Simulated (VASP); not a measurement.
# Sb (Fd-3m) in VASP: further runs

Sb is run at these levels: LDA; tasks: relaxation of cell and atoms, single point.

Everything below comes from runs of VASP 6.6.1. Logs are shortened: lines on timing, memory, paths and dates and some standing lists are left out, and cuts for length are marked.

## 1. The cell of the first run

It takes space group Fd-3m (No. 227, cubic). Conventional cell: a = 6.542 Å, b = 6.542 Å, c = 6.542 Å, α = 90.00°, β = 90.00°, γ = 90.00°. Sb (site symmetry -43m) has 4 Sb at 2.83 Å within 3.7 Å.

This isn't the form of Sb at room conditions, which is rhombohedral.

## 2. Relaxation of cell and atoms, LDA

Input file INCAR:

```
PREC = Accurate
ENCUT = 600
EDIFF = 1E-6
ISMEAR = -1
SIGMA = 0.1
LREAL = F
LASPH = T
NELM = 80
ALGO = Normal
ISIF = 3
LWAVE = F
LCHARG = F
IBRION = 2
NSW = 60
EDIFFG = -0.005
```

Input file KPOINTS:

```
regular mesh
0
Gamma
  10 10 10
```

Input file POSCAR:

```
Sb
1.0
    0.0000000000      3.2710663102      3.2710663102
    3.2710663102      0.0000000000      3.2710663102
    3.2710663102      3.2710663102      0.0000000000
Sb
2
Direct
   -0.1250000000     -0.1250000000     -0.1250000000
    0.1250000000      0.1250000000      0.1250000000
```

Potentials or basis: VASP PAW LDA potentials, release 64 (Sb).

On the command line:

```sh
$ cat potpaw_LDA.64/Sb/POTCAR > POTCAR
$ mpirun -np 1 vasp_std > vasp.out
```

OUTCAR:

```text
PREC = Accurate
   ENCUT = 600
   EDIFF = 1E-6
   ISMEAR = -1
   LREAL = F
   LASPH = T
   NELM = 80
   ISIF = 3
   IBRION = 2
   NSW = 60
   EDIFFG = -0.005

 ion  position               nearest neighbor table
   1  0.875  0.875  0.875-   2 2.83   2 2.83   2 2.83   2 2.83
   2  0.125  0.125  0.125-   1 2.83   1 2.83   1 2.83   1 2.83

  LATTYP: Found a face centered cubic cell.
 ALAT       =     6.5421326204

  Lattice vectors:

 A1 = (   0.0000000000,   3.2710663102,   3.2710663102)
 A2 = (   3.2710663102,   0.0000000000,   3.2710663102)
 A3 = (   3.2710663102,   3.2710663102,   0.0000000000)

Analysis of symmetry for initial positions (statically):
=====================================================================
 Subroutine PRICEL returns:
 Original cell was already a primitive cell.

 Routine SETGRP: Setting up the symmetry group for a
 face centered cubic supercell.

 Subroutine GETGRP returns: Found 48 space group operations
 (whereof 12 operations were pure point group operations)
 out of a pool of 48 trial point group operations.

The static configuration has the point symmetry D_3d.
 The point group associated with its full space group is O_h .

Analysis of symmetry for dynamics (positions and initial velocities):
=====================================================================
 Subroutine PRICEL returns:
 Original cell was already a primitive cell.

 Routine SETGRP: Setting up the symmetry group for a
 face centered cubic supercell.

 Subroutine GETGRP returns: Found 48 space group operations
 (whereof 12 operations were pure point group operations)
 out of a pool of 48 trial point group operations.

The dynamic configuration has the point symmetry D_3d.
 The point group associated with its full space group is O_h .

 Subroutine INISYM returns: Found 48 space group operations
 (whereof 12 operations are pure point group operations),
 and found     1 'primitive' translations

----------------------------------------------------------------------------------------

                                     Primitive cell

  volume of cell :      70.0000

  direct lattice vectors                    reciprocal lattice vectors
     0.000000000  3.271066310  3.271066310    -0.152855354  0.152855354  0.152855354
     3.271066310  0.000000000  3.271066310     0.152855354 -0.152855354  0.152855354
     3.271066310  3.271066310  0.000000000     0.152855354  0.152855354 -0.152855354

  length of vectors
[... 68 lines left out ...]
   dimension x,y,z NGXF=    80 NGYF=   80 NGZF=   80
   ions per type =               2
   NGX,Y,Z   is equivalent  to a cutoff of  14.37, 14.37, 14.37 a.u.
   NGXF,Y,Z  is equivalent  to a cutoff of  28.75, 28.75, 28.75 a.u.
 SYSTEM =  unknown system
   PREC   = accura    normal or accurate (medium, high low for compatibility)
   ISTART =      0    job   : 0-new  1-cont  2-samecut
   ICHARG =      2    charge: 1-file 2-atom 10-const
   ISPIN  =      1    spin polarized calculation?
   LNONCOLLINEAR =      F non collinear calculations
   LSORBIT =      F    spin-orbit coupling
   LASPH  =      T    aspherical Exc in radial PAW
   ENCUT  =  600.0 eV  44.10 Ry    6.64 a.u.   9.24  9.24  9.24*2*pi/ulx,y,z
   NELM   =     80;   NELMIN=  2; NELMDL= -5     # of ELM steps
   EDIFF  = 0.1E-05   stopping-criterion for ELM
   LREAL  =      F    real-space projection
   EDIFFG = -.5E-02   stopping-criterion for IOM
   NSW    =     60    number of steps for IOM
   IBRION =      2    ionic relax: 0-MD 1-quasi-New 2-CG
   NFREE  =      1    steps in history (QN), initial steepest desc. (CG)
   ISIF   =      3    stress and relaxation
   ISYM   =      2    0-nonsym 1-usesym 2-fastsym
   POTIM  = 0.5000    time-step for ionic-motion
   TEBEG  =    0.0;   TEEND  =   0.0 temperature during run
   PSTRESS=    0.0 pullay stress
   NELECT =      10.0000    total number of electrons
   NUPDOWN=      -1.0000    fix difference up-down
   EMIN   =  10.00;   EMAX   =-10.00  energy-range for DOS
   EFERMI =   0.00;   METHOD = LEGACY
   ISMEAR =    -1;   SIGMA  =   0.10  broadening in eV -4-tet -1-fermi 0-gaus
   EFERMI_NEDOS =   21; number of points for ismear=-14 and -15
   IALGO  =     38    algorithm
   IMIX   =      4    mixing-type and parameters
     AMIX     =   0.40;   BMIX     =  1.00
     AMIX_MAG =   1.60;   BMIX_MAG =  1.00
  volume/ion in A,a.u.               =      35.00       236.19
  Fermi-wavevector in a.u.,A,eV,Ry     =   0.855806  1.617239  9.964967  0.732404
  Thomas-Fermi vector in A             =   1.972612
   LORBIT       =      0    0 simple, 1 ext, 2 COOP (PROOUT), +10 PAW based schemes
   GGA     = CA    functional components
   LHFCALC =     F    Hartree Fock is set to
   AEXX    =    0.0000 exact exchange contribution
   IVDW    =     0    specifies the selected vdW correction
   LEPSILON=     F    determine dielectric tensor
   LRPA    =     F    only Hartree local field effects (RPA)
 conjugate gradient relaxation of ions
 non-spin polarized calculation
  energy-cutoff  :      600.00
  volume of cell :       70.00
 maximum number of plane-waves:      2355
 NGX is ok and might be reduce to    40
   NGX = 19   NGY = 19   NGZ = 19

--------------------------------------- Ionic step        1  -------------------------------------------

 number of electron      10.0000001 magnetization

 Free energy of the ion-electron system (eV)
  ---------------------------------------------------
  ext. energy  EPLUGINS =         0.00000000
  ---------------------------------------------------
  free energy    TOTEN  =        -8.66001974 eV

  energy without entropy =       -8.61219516  energy(sigma->0) =       -8.63610745

 E-fermi :   5.5943     XC(G=0):  -8.9174

 val. band max:        5.5753079052   @ k =   0.5000   0.4000   0.1000
 cond. band min:       5.5953911927   @ k =   0.4000   0.3000   0.0000
 fundamental gap:      0.0200832875
 Fermi energy:         5.5942606145

 k-point     1 :       0.0000    0.0000    0.0000
  band No.  band energies     occupation
      1      -7.0758      2.00000
      2       1.1568      2.00000
      3       3.5713      2.00000
      4       3.5713      2.00000
      5       3.5713      2.00000
      6       6.0377      0.02344
      7       6.0377      0.02344
      8       6.0377      0.02344
      9       9.4654      0.00000
[... 347 lines left out ...]
--------------------------------------- Ionic step        3  -------------------------------------------

 number of electron      10.0000001 magnetization

 Free energy of the ion-electron system (eV)
  ---------------------------------------------------
  ext. energy  EPLUGINS =         0.00000000
  ---------------------------------------------------
  free energy    TOTEN  =        -8.82072773 eV

  energy without entropy =       -8.77618653  energy(sigma->0) =       -8.79845713

 E-fermi :   4.2958     XC(G=0):  -8.4133

 val. band max:        4.2882442291   @ k =   0.3000   0.2000   0.0000
 cond. band min:       4.3326402927   @ k =   0.4000   0.3000   0.1000
 fundamental gap:      0.0443960637
 Fermi energy:         4.2957859003

 k-point     1 :       0.0000    0.0000    0.0000
  band No.  band energies     occupation
      1      -7.5290      2.00000
      2      -0.7914      2.00000
      3       2.4993      2.00000
      4       2.4993      2.00000
      5       2.4993      2.00000
      6       4.8366      0.00892
      7       4.8366      0.00892
      8       4.8366      0.00892
      9       8.1641      0.00000
[... 305 lines left out ...]
  FREE ENERGIE OF THE ION-ELECTRON SYSTEM (eV)
  ---------------------------------------------------
  free  energy   TOTEN  =        -8.8207277278 eV

  energy  without entropy=       -8.7761865301  energy(sigma->0) =       -8.79845713

 reached required accuracy - stopping structural energy minimisation
```

CONTCAR:

```text
Sb
   1.00000000000000
    -0.0000000000000000    3.4110500940461019    3.4110500940461019
     3.4110500940461019   -0.0000000000000000    3.4110500940461019
     3.4110500940461019    3.4110500940461019    0.0000000000000000
  Sb
     2
Direct
     0.8750000000000000    0.8750000000000000    0.8750000000000000
     0.1250000000000000    0.1250000000000000    0.1250000000000000

  0.00000000E+00  0.00000000E+00  0.00000000E+00
  0.00000000E+00  0.00000000E+00  0.00000000E+00
```

Wall time 2.3 min (1 thread of Intel Xeon 8259CL, shared host); peak memory 0.21 GiB.

What came out:

```
Free energy                           : -8.8207 eV
Relaxed volume                        : 39.69 Å³/atom
Relaxed cell                          : a = 4.824 Å, b = 4.824 Å, c = 4.824 Å, α = 60.00°, β = 60.00°, γ = 60.00°
Space group after relaxing (to 0.1 Å) : Fd-3m (No. 227)
Energy gained by relaxing             : 80.4 meV/atom
Ionic steps                           : 3
Pressure after relaxing               : 0.0 GPa
Band gap on the k mesh                : zero (bands 5 and 6 overlap by 1.22 eV)
```

Step by step:
```tsv
step	energy change (eV)	largest force (eV/Å)	pressure (GPa)	volume (Å³)
1	0.0000	0.0000	6.08	70.00
2	-0.1282	0.0000	-2.00	84.34
3	-0.1607	0.0000	0.01	79.38
```

Final structure:
```yaml
crystal:
  lattice:
    - [0.00000, 3.41105, 3.41105]
    - [3.41105, 0.00000, 3.41105]
    - [3.41105, 3.41105, 0.00000]
  atoms:
    - { symbol: Sb, position: [0.87500, 0.87500, 0.87500] }
    - { symbol: Sb, position: [0.12500, 0.12500, 0.12500] }
```

Caveat: spin-orbit coupling is left out, which moves the levels of the heavy elements.

## 3. Single point, LDA

This run uses another cell than the first one, of 39.53 Å³/atom.

Input file INCAR:

```
SYSTEM = Sb
PREC     = Accurate       ! precision mode
ENCUT    = 520            ! plane-wave cutoff, eV
EDIFF    = 1E-7           ! SCF threshold, eV
ISMEAR   = -5             ! smearing method
SIGMA    = 0.1            ! smearing width, eV
LREAL    = .FALSE.        ! projectors in reciprocal space
LASPH    = .TRUE.         ! aspherical terms in the spheres
NELM     = 80             ! most SCF steps
ALGO     = Normal         ! electronic algorithm
ISIF     = 2              ! what is computed and relaxed
LWAVE    = .FALSE.        ! write WAVECAR
LCHARG   = .FALSE.        ! write CHGCAR
NBANDS   = 12             ! bands
ISYM     = 0
```

Input file KPOINTS:

```
Automatic mesh
0
Gamma
  10 10 10
  0.5 0.5 0.5
```

Input file POSCAR:

```
Sb
1.0
    0.0000000000      3.4064437571      3.4064437571
    3.4064437571      0.0000000000      3.4064437571
    3.4064437571      3.4064437571      0.0000000000
Sb
2
Direct
   -0.1250000000     -0.1250000000     -0.1250000000
    0.1250000000      0.1250000000      0.1250000000
```

Potentials or basis: VASP PAW LDA potentials, release 64 (Sb).

On the command line:

```sh
$ cat potpaw_LDA.64/Sb/POTCAR > POTCAR
$ mpirun -np 1 vasp_std > vasp.out
```

Wall time 35 min (1 thread of Intel Xeon 8259CL, shared host); peak memory 1.5 GiB.

The run converged. Its results:

```
Free energy            : -8.8025 eV
Pressure               : 0.2 GPa
Band gap on the k mesh : zero (bands 5 and 6 overlap by 1.02 eV)
```

Levels at points of the mesh, in eV from the Fermi level:
| k point | band 2 | band 3 | band 4 | band 5 | band 6 | band 7 | band 8 | band 9 |
| --- | --- | --- | --- | --- | --- | --- | --- | --- |
| (0.05, 0.05, 0.05) | -5.19 | -1.87 | -1.87 | -1.82 | 0.55 | 0.55 | 0.55 | 3.94 |

Caveat: spin-orbit coupling is left out, which moves the levels of the heavy elements; tetrahedron occupations give inexact forces and stress in metals.
